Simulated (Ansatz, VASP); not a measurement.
# HfO2: VASP beside Ansatz

```xyz
3
Lattice="0.0000 2.5292 2.5292 2.5292 0.0000 2.5292 2.5292 2.5292 0.0000" Properties=species:S:1:pos:R:3 pbc="T T T"
Hf    0.0000    0.0000    0.0000
O     1.2646    1.2646    1.2646
O     3.7938    3.7938    3.7938
```

Alike in both runs: task single point; functional PBE; k mesh 8 × 8 × 8; occupations fermi-dirac, width 0.02 eV; no spin polarisation.

|  | VASP | Ansatz |
| --- | --- | --- |
| version | VASP 6.6.1 | Ansatz 0.2.0 |
| potentials or method | VASP PAW PBE potentials, release 64 (Hf_pv, O) | plane waves, PAW |
| plane-wave cutoff (eV) | 520 | 420 |
| valence electrons in the cell | 22 | 38 |

Ansatz gave:

| Item | Value |
| --- | --- |
| gap on the k mesh at the Fermi level (eV) | 3.80 |
| pressure (GPa) | 6.0 |

Q: Which values does VASP return?

A: gap on the k mesh at the Fermi level (eV): 3.82; pressure (GPa): 2.1.

The functional is the same, so the differences come from potentials, cutoffs and numerics. VASP's potentials hold 22 valence electrons a cell and Ansatz's 38, so a difference there can come from the potentials and not from the codes.

Spin-orbit coupling is off throughout.
